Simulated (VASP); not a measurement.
# SnO2 (P6_3/mmc) in VASP: further runs

Runs on SnO2. Level: PBEsol+D3(BJ). Tasks: single point.

Program: VASP 6.6.1. These are calculated values, not measurements. Logs are shortened: lines on timing, memory, paths and dates and some standing lists are left out, and cuts for length are marked.

### 1 The cell of the first run

It takes space group P6_3/mmc (No. 194, hexagonal). Conventional cell: a = 3.231 Å, b = 3.231 Å, c = 10.791 Å, α = 90.00°, β = 90.00°, γ = 120.00°. Within 2.8 Å of Sn (site symmetry -3m) lie 6 O at 2.12 Å. Within 2.8 Å of O (site symmetry 3m) lie 3 Sn at 2.12 Å and 3 O at 2.76 Å.

### 2 Single point, PBEsol+D3(BJ)

File INCAR:

```
SYSTEM = SnO2
  PREC = Accurate
  ENCUT = 520
  EDIFF = 1E-6
  ISMEAR = 0
  SIGMA = 0.01
  LREAL = .FALSE.
  LASPH = .TRUE.
  NELM = 80
  ALGO = Normal
  ISIF = 2
  LWAVE = .FALSE.
  LCHARG = .TRUE.
  GGA = PS
  IVDW = 12
  LELF = .TRUE.
  LVHAR = .TRUE.
  NBANDS = 35
```

File KPOINTS:

```
regular mesh
0
G
  3 3 1
  0 0 0
```

File POSCAR:

```
SnO2
1.0
    3.2305760000      0.0000000000      0.0000000000
   -1.6152880000      2.7977610000      0.0000000000
    0.0000000000      0.0000000000     10.7905620000
Sn O
2 4
Direct
    0.0000000000      0.0000000000      0.5000000000
    0.0000000000      0.0000000000      0.0000000000
    0.6666666667      0.3333333333      0.4058620000
    0.6666666667      0.3333333333      0.0941380000
    0.3333333333      0.6666666667      0.5941380000
    0.3333333333      0.6666666667      0.9058620000
```

Potentials or basis: VASP PAW PBE potentials, release 64 (Sn_d, O).

Launch:

```bash
> cat potpaw_PBE.64/Sn_d/POTCAR potpaw_PBE.64/O/POTCAR > POTCAR
> mpirun -np 1 vasp_std > vasp.out
```

OUTCAR:

```text
SYSTEM = SnO2
   PREC = Accurate
   ENCUT = 520
   EDIFF = 1E-6
   ISMEAR = 0
   LREAL = .FALSE.
   LASPH = .TRUE.
   NELM = 80
   ISIF = 2
   GGA = PS
   IVDW = 12
 IVDW          = 12

 ion  position               nearest neighbor table
   1  0.000  0.000  0.500-   3 2.12   5 2.12   3 2.12   5 2.12   3 2.12   5 2.12
   2  0.000  0.000  0.000-   4 2.12   6 2.12   4 2.12   6 2.12   4 2.12   6 2.12
   3  0.667  0.333  0.406-   1 2.12   1 2.12   1 2.12
   4  0.667  0.333  0.094-   2 2.12   2 2.12   2 2.12
   5  0.333  0.667  0.594-   1 2.12   1 2.12   1 2.12
   6  0.333  0.667  0.906-   2 2.12   2 2.12   2 2.12

  LATTYP: Found a hexagonal cell.
 ALAT       =     3.2305760000
 C/A-ratio  =     3.3401356291

  Lattice vectors:

 A1 = (   3.2305760000,   0.0000000000,   0.0000000000)
 A2 = (  -1.6152880000,   2.7977610000,   0.0000000000)
 A3 = (   0.0000000000,   0.0000000000,  10.7905620000)

Analysis of symmetry for initial positions (statically):
=====================================================================
 Subroutine PRICEL returns:
 Original cell was already a primitive cell.

 Routine SETGRP: Setting up the symmetry group for a
 hexagonal supercell.

 Subroutine GETGRP returns: Found 24 space group operations
 (whereof 12 operations were pure point group operations)
 out of a pool of 24 trial point group operations.

The static configuration has the point symmetry D_3d.
 The point group associated with its full space group is D_6h.

Analysis of symmetry for dynamics (positions and initial velocities):
=====================================================================
 Subroutine PRICEL returns:
 Original cell was already a primitive cell.

 Routine SETGRP: Setting up the symmetry group for a
 hexagonal supercell.

 Subroutine GETGRP returns: Found 24 space group operations
 (whereof 12 operations were pure point group operations)
 out of a pool of 24 trial point group operations.

The dynamic configuration has the point symmetry D_3d.
 The point group associated with its full space group is D_6h.

 Subroutine INISYM returns: Found 24 space group operations
 (whereof 12 operations are pure point group operations),
 and found     1 'primitive' translations

----------------------------------------------------------------------------------------

                                     Primitive cell

  volume of cell :      97.5292

  direct lattice vectors                    reciprocal lattice vectors
     3.230576000  0.000000000  0.000000000     0.309542323  0.178714336  0.000000000
    -1.615288000  2.797761000  0.000000000     0.000000000  0.357428672  0.000000000
     0.000000000  0.000000000 10.790562000     0.000000000  0.000000000  0.092673579

  length of vectors
     3.230576000  3.230576100 10.790562000     0.357428683  0.357428672  0.092673579

  position of ions in fractional coordinates (direct lattice)
     0.000000000  0.000000000  0.500000000
     0.000000000  0.000000000  0.000000000
     0.666666667  0.333333333  0.405862000
     0.666666667  0.333333333  0.094138000
     0.333333333  0.666666667  0.594138000
     0.333333333  0.666666667  0.905862000

  ion indices of the primitive-cell ions
   primitive index   ion index
                 1           1
                 2           2
                 3           3
                 4           4
                 5           5
                 6           6

----------------------------------------------------------------------------------------

 KPOINTS: regular mesh

Automatic generation of k-mesh.
 Grid dimensions read from file:
 generate k-points for:    3    3    1

 Generating k-lattice:

  Cartesian coordinates                     Fractional coordinates (reciprocal lattice)
     0.103180774  0.059571445  0.000000000     0.333333333 -0.000000000  0.000000000
     0.000000000  0.119142891  0.000000000     0.000000000  0.333333333  0.000000000
     0.000000000  0.000000000  0.092673579     0.000000000  0.000000000  1.000000000

  Length of vectors
     0.119142894  0.119142891  0.092673579

  Shift w.r.t. Gamma in fractional coordinates (k-lattice)
     0.000000000  0.000000000  0.000000000

 Subroutine IBZKPT returns following result:
 ===========================================

 Found      3 irreducible k-points:

 Following reciprocal coordinates:
            Coordinates               Weight
  0.000000  0.000000  0.000000      1.000000
  0.333333  0.000000  0.000000      6.000000
  0.333333  0.333333  0.000000      2.000000
   k-points           NKPTS =      3   k-points in BZ     NKDIM =      3   number of bands    NBANDS=     35
   number of dos      NEDOS =    301   number of ions     NIONS =      6
   total plane-waves  NPLWV =  46080
   dimension x,y,z NGX =    24 NGY =   24 NGZ =   80
   dimension x,y,z NGXF=    48 NGYF=   48 NGZF=  160
   ions per type =               2   4
   NGX,Y,Z   is equivalent  to a cutoff of  12.35, 12.35, 12.33 a.u.
   NGXF,Y,Z  is equivalent  to a cutoff of  24.70, 24.70, 24.65 a.u.
 SYSTEM =  SnO2
   PREC   = accura    normal or accurate (medium, high low for compatibility)
   ISTART =      0    job   : 0-new  1-cont  2-samecut
   ICHARG =      2    charge: 1-file 2-atom 10-const
   ISPIN  =      1    spin polarized calculation?
   LNONCOLLINEAR =      F non collinear calculations
   LSORBIT =      F    spin-orbit coupling
   LASPH  =      T    aspherical Exc in radial PAW
   ENCUT  =  520.0 eV  38.22 Ry    6.18 a.u.   6.01  6.01 20.06*2*pi/ulx,y,z
   NELM   =     80;   NELMIN=  2; NELMDL= -5     # of ELM steps
   EDIFF  = 0.1E-05   stopping-criterion for ELM
   LREAL  =      F    real-space projection
   EDIFFG = 0.1E-04   stopping-criterion for IOM
   NSW    =      0    number of steps for IOM
   IBRION =     -1    ionic relax: 0-MD 1-quasi-New 2-CG
   NFREE  =      0    steps in history (QN), initial steepest desc. (CG)
   ISIF   =      2    stress and relaxation
   ISYM   =      2    0-nonsym 1-usesym 2-fastsym
   POTIM  = 0.5000    time-step for ionic-motion
   TEBEG  =    0.0;   TEEND  =   0.0 temperature during run
   PSTRESS=    0.0 pullay stress
   NELECT =      52.0000    total number of electrons
   NUPDOWN=      -1.0000    fix difference up-down
   EMIN   =  10.00;   EMAX   =-10.00  energy-range for DOS
   EFERMI =   0.00;   METHOD = LEGACY
   ISMEAR =     0;   SIGMA  =   0.01  broadening in eV -4-tet -1-fermi 0-gaus
   EFERMI_NEDOS =   21; number of points for ismear=-14 and -15
   IALGO  =     38    algorithm
   IMIX   =      4    mixing-type and parameters
     AMIX     =   0.40;   BMIX     =  1.00
     AMIX_MAG =   1.60;   BMIX_MAG =  1.00
  volume/ion in A,a.u.               =      16.25       109.69
  Fermi-wavevector in a.u.,A,eV,Ry     =   1.327489  2.508591 23.976569  1.762228
  Thomas-Fermi vector in A             =   2.456798
   LORBIT       =      0    0 simple, 1 ext, 2 COOP (PROOUT), +10 PAW based schemes
   GGA     = PS    functional components
   LHFCALC =     F    Hartree Fock is set to
   AEXX    =    0.0000 exact exchange contribution
   IVDW    =    12    specifies the selected vdW correction
   LEPSILON=     F    determine dielectric tensor
   LRPA    =     F    only Hartree local field effects (RPA)
 non-spin polarized calculation
 Gauss-broadening in eV      SIGMA  =   0.01
  energy-cutoff  :      520.00
  volume of cell :       97.53
 maximum number of plane-waves:      2670
   NGX = 13   NGY = 13   NGZ = 41

 number of electron      51.9999995 magnetization

 Free energy of the ion-electron system (eV)
  ---------------------------------------------------
  ext. energy  EPLUGINS =         0.00000000
  ---------------------------------------------------
  free energy    TOTEN  =       -38.33732788 eV

  energy without entropy =      -38.33732788  energy(sigma->0) =      -38.33732788

 E-fermi :   2.0181     XC(G=0):  -9.3351

 val. band max:        1.9495809598   @ k =   0.3333   0.0000   0.0000
 cond. band min:       4.0596726625   @ k =   0.0000   0.0000   0.0000
 fundamental gap:      2.1100917027
 Fermi energy:         2.0181463842

 k-point     1 :       0.0000    0.0000    0.0000
  band No.  band energies     occupation
      1     -17.9418      2.00000
      2     -17.9411      2.00000
      3     -17.7148      2.00000
      4     -17.7148      2.00000
      5     -17.7147      2.00000
      6     -17.7147      2.00000
[... 27 lines left out ...]
     34      12.9598      0.00000
     35      13.0002      0.00000

 k-point     2 :       0.3333    0.0000    0.0000
  band No.  band energies     occupation
      1     -18.3318      2.00000
      2     -18.3295      2.00000
      3     -17.6835      2.00000
      4     -17.6832      2.00000
      5     -17.6282      2.00000
      6     -17.6281      2.00000
[... 27 lines left out ...]
     34      13.7740      0.00000
     35      14.1501      0.00000

 k-point     3 :       0.3333    0.3333    0.0000
  band No.  band energies     occupation
      1     -18.1392      2.00000
      2     -18.1392      2.00000
      3     -18.1372      2.00000
      4     -18.1372      2.00000
      5     -17.5515      2.00000
      6     -17.5515      2.00000
[... 27 lines left out ...]
     34      12.1029      0.00000
     35      13.5605      0.00000

------------------------ aborting loop because EDIFF is reached ----------------------------------------

 Edisp (eV)   -0.82565

 E8    (eV) :    -0.5178

  FORCE on cell =-STRESS in cart. coord.  units (eV):
  Direction    XX          YY          ZZ          XY          YZ          ZX
  --------------------------------------------------------------------------------------
  -------------------------------------------------------------------------------------
  Total      -3.45794    -3.45794    -2.27687     0.00000     0.00000     0.00000
  in kB     -56.80583   -56.80584   -37.40363     0.00000     0.00000     0.00000
  external pressure =      -50.34 kB  Pullay stress =        0.00 kB

 VOLUME and BASIS-vectors are now :
 -----------------------------------------------------------------------------
  energy-cutoff  :      520.00
  volume of cell :       97.53
      direct lattice vectors                 reciprocal lattice vectors
     3.230576000  0.000000000  0.000000000     0.309542323  0.178714336  0.000000000
    -1.615288000  2.797761000  0.000000000     0.000000000  0.357428672  0.000000000
     0.000000000  0.000000000 10.790562000     0.000000000  0.000000000  0.092673579

 POSITION                                       TOTAL-FORCE (eV/Angst)
 -----------------------------------------------------------------------------------
      0.00000      0.00000      5.39528        -0.000000     -0.000000      0.000000
      0.00000      0.00000      0.00000        -0.000000     -0.000000      0.000000
      1.61529      0.93259      4.37948        -0.000000     -0.000000      0.393177
      1.61529      0.93259      1.01580         0.000000     -0.000000     -0.393177
     -0.00000      1.86517      6.41108         0.000000      0.000000     -0.393177
     -0.00000      1.86517      9.77476        -0.000000      0.000000      0.393177
 -----------------------------------------------------------------------------------
    total drift:                               -0.000000      0.000000      0.000000

  FREE ENERGIE OF THE ION-ELECTRON SYSTEM (eV)
  ---------------------------------------------------
  free  energy   TOTEN  =       -39.1629784139 eV

  energy  without entropy=      -39.1629784139  energy(sigma->0) =      -39.16297841
```

Run time: 32 s. Hardware: 1 thread of AMD EPYC 7R13, shared host; peak memory 0.18 GiB.

What came out:

| Item | Value |
| --- | --- |
| Free energy | -39.1630 eV |
| Pressure | -5.0 GPa |
| Largest force | 0.393 eV/Å |
| Band gap on the k mesh | 2.11 eV (least direct gap 2.44 eV) |
| Dispersion energy per atom | -0.138 eV |

Forces on the atoms (eV/Å):
```
Sn   0.000  0.000  0.000
Sn   0.000  0.000  0.000
O    0.000  0.000  0.393
O    0.000  0.000 -0.393
O    0.000  0.000 -0.393
O    0.000  0.000  0.393
```

Stress tensor (GPa, compression positive):
```
-5.68  0.00  0.00
 0.00 -5.68  0.00
 0.00  0.00 -3.74
```

Caveat: the k points lie up to 0.75 Å⁻¹ apart; the PAW data sets were made with another functional, which shifts forces and pressure a little; spin-orbit coupling is left out, which moves the levels of the heavy elements; an odd mesh through Γ misses points on the zone boundary, where band edges can lie.

### 3 Single point, PBEsol+D3(BJ)

File INCAR:

```
PREC = Accurate ; ENCUT = 520
EDIFF = 1E-6 ; ISMEAR = 0
SIGMA = 0.01 ; LREAL = False
LASPH = True ; NELM = 100
ALGO = Normal ; ISIF = 2
LWAVE = False ; LCHARG = False
GGA = PS ; IVDW = 12
NBANDS = 35
```

File KPOINTS:

```
Automatic mesh
0
Gamma
  4 4 1
```

POSCAR is that of step 2.

Potentials or basis: VASP PAW PBE potentials, release 64 (Sn_d, O).

Launch:

```bash
> cat potpaw_PBE.64/Sn_d/POTCAR potpaw_PBE.64/O/POTCAR > POTCAR
> mpirun -np 1 vasp_std > vasp.out
```

It took 30 s on 1 thread of AMD EPYC 7R13, shared host; peak memory 0.18 GiB.

It converged, with:

```
Free energy                : -39.3081 eV
Pressure                   : -5.3 GPa
Largest force              : 0.344 eV/Å
Band gap on the k mesh     : 2.04 eV (least direct gap 2.45 eV)
Dispersion energy per atom : -0.138 eV
```

Forces in eV/Å, atoms in the order of the input:
```
Sn   0.000  0.000  0.000
Sn   0.000  0.000  0.000
O    0.000  0.000  0.344
O    0.000  0.000 -0.344
O    0.000  0.000 -0.344
O    0.000  0.000  0.344
```

Stress tensor (GPa, compression positive):
```
-6.18  0.00  0.00
 0.00 -6.18  0.00
 0.00  0.00 -3.43
```

Levels at points of the mesh, in eV from the valence-band top:
```csv
k point,band 22,band 23,band 24,band 25,band 26,band 27,band 28,band 29,band 30,band 31
"(0.00, 0.00, 0.00)",-0.90,-0.90,-0.87,-0.87,-0.41,2.04,2.75,5.31,5.64,10.11
"(0.50, 0.00, 0.00)",-1.18,-0.56,-0.52,-0.46,-0.09,5.03,5.16,6.84,7.41,9.82
```

Caveat: the k points lie up to 0.58 Å⁻¹ apart; the PAW data sets were made with another functional, which shifts forces and pressure a little; spin-orbit coupling is left out, which moves the levels of the heavy elements; an odd mesh through Γ misses points on the zone boundary, where band edges can lie.

### 4 Single point, PBEsol+D3(BJ)

File INCAR:

```
  ALGO = Normal
  EDIFF = 1E-7
  ENCUT = 520
  GGA = PS
  ISIF = 2
  ISMEAR = 0
  IVDW = 12
  LASPH = T
  LCHARG = F
  LREAL = F
  LWAVE = F
  NBANDS = 35
  NELM = 60
  PREC = Accurate
  SIGMA = 0.01
```

File KPOINTS:

```
k-points
0
Gamma
  6 6 2
```

POSCAR is that of step 3.

Launch:

```bash
> cat potpaw_PBE.64/Sn_d/POTCAR potpaw_PBE.64/O/POTCAR > POTCAR
> mpirun -np 1 vasp_std > vasp.out
```

Wall time 75 s (1 thread of AMD EPYC 7R13, shared host); peak memory 0.19 GiB.

The run converged. Its results:

| Property | Result |
| --- | --- |
| Free energy | -39.3386 eV |
| Pressure | -5.3 GPa |
| Largest force | 0.329 eV/Å |
| Band gap on the k mesh | 2.07 eV (least direct gap 2.45 eV) |
| Dispersion energy per atom | -0.138 eV |

Forces on the atoms (eV/Å):
```
Sn   0.000  0.000  0.000
Sn   0.000  0.000  0.000
O    0.000  0.000  0.329
O    0.000  0.000 -0.329
O    0.000  0.000 -0.329
O    0.000  0.000  0.329
```

Stress tensor (GPa, compression positive):
```
-6.24  0.00  0.00
 0.00 -6.24  0.00
 0.00  0.00 -3.45
```

Levels at points of the mesh, in eV from the valence-band top:
| k point | band 23 | band 24 | band 25 | band 26 | band 27 | band 28 | band 29 | band 30 |
| --- | --- | --- | --- | --- | --- | --- | --- | --- |
| (0.00, 0.00, 0.00) | -0.88 | -0.86 | -0.86 | -0.39 | 2.07 | 2.77 | 5.33 | 5.66 |
| (0.50, 0.00, 0.00) | -0.55 | -0.51 | -0.44 | -0.07 | 5.05 | 5.18 | 6.86 | 7.43 |
| (0.00, 0.00, 0.50) | -0.87 | -0.87 | -0.71 | -0.71 | 2.43 | 2.43 | 5.51 | 5.51 |
| (0.50, 0.00, 0.50) | -0.53 | -0.53 | -0.24 | -0.24 | 5.12 | 5.12 | 7.13 | 7.13 |

Caveat: the cell stands under tension; the PAW data sets were made with another functional, which shifts forces and pressure a little; spin-orbit coupling is left out, which moves the levels of the heavy elements.

### 5 Single point, PBEsol+D3(BJ)

File INCAR:

```
SYSTEM = SnO2
ALGO = Normal ; EDIFF = 1E-7
ENCUT = 520 ; GGA = PS
ISIF = 2 ; ISMEAR = 0
IVDW = 12 ; LASPH = .TRUE.
LCHARG = .FALSE. ; LREAL = .FALSE.
LWAVE = .FALSE. ; NBANDS = 35
NELM = 60 ; PREC = Accurate
SIGMA = 0.01
```

File KPOINTS:

```
k-points
0
G
  8 8 2
  0 0 0
```

POSCAR is that of step 4.

Launch:

```bash
> cat potpaw_PBE.64/Sn_d/POTCAR potpaw_PBE.64/O/POTCAR > POTCAR
> mpirun -np 1 vasp_std > vasp.out
```

Wall time 96 s (1 thread of AMD EPYC 7R13, shared host); peak memory 0.2 GiB.

Results (log left out):

- Free energy: -39.3397 eV
- Pressure: -5.3 GPa
- Largest force: 0.329 eV/Å
- Band gap on the k mesh: 2.05 eV (least direct gap 2.45 eV)
- Dispersion energy per atom: -0.138 eV

Forces in eV/Å, atoms in the order of the input:
```
Sn   0.000  0.000  0.000
Sn   0.000  0.000  0.000
O    0.000  0.000  0.329
O    0.000  0.000 -0.329
O    0.000  0.000 -0.329
O    0.000  0.000  0.329
```

Stress tensor (GPa, compression positive):
```
-6.24  0.00  0.00
 0.00 -6.24  0.00
 0.00  0.00 -3.45
```

Levels at points of the mesh, in eV from the valence-band top:
```csv
k point,band 24,band 25,band 26,band 27,band 28,band 29
"(0.00, 0.00, 0.00)",-0.88,-0.88,-0.41,2.05,2.75,5.31
"(0.50, 0.00, 0.00)",-0.53,-0.46,-0.09,5.04,5.16,6.84
"(0.00, 0.00, 0.50)",-0.89,-0.72,-0.72,2.41,2.41,5.49
"(0.50, 0.00, 0.50)",-0.54,-0.26,-0.26,5.10,5.10,7.11
```

Caveat: the cell stands under tension; the PAW data sets were made with another functional, which shifts forces and pressure a little; spin-orbit coupling is left out, which moves the levels of the heavy elements.

### 6 Summary

| k mesh | gap on the mesh (eV) | pressure (GPa) | largest force (eV/Å) |
| --- | --- | --- | --- |
| 3 × 3 × 1 | 2.11 | -5.0 | 0.39 |
| 4 × 4 × 1 | 2.04 | -5.3 | 0.34 |
| 6 × 6 × 2 | 2.07 | -5.3 | 0.33 |
| 8 × 8 × 2 | 2.05 | -5.3 | 0.33 |

Alike in all rows: task single point; level PBEsol+D3(BJ); potentials or basis VASP PAW PBE potentials, release 64 (Sn_d, O); no spin polarisation; cell as given; cutoff (eV) 520; smearing gaussian 0.01 eV.

Caveats: some runs use coarse meshes; the PAW data sets were made with another functional, which shifts forces and pressure a little; spin-orbit coupling is left out, which moves the levels of the heavy elements; an odd mesh through Γ misses points on the zone boundary, where band edges can lie (at least some runs); the cell stands under tension (at least some runs).

Absolute energies hang on the potentials; compare differences alone.
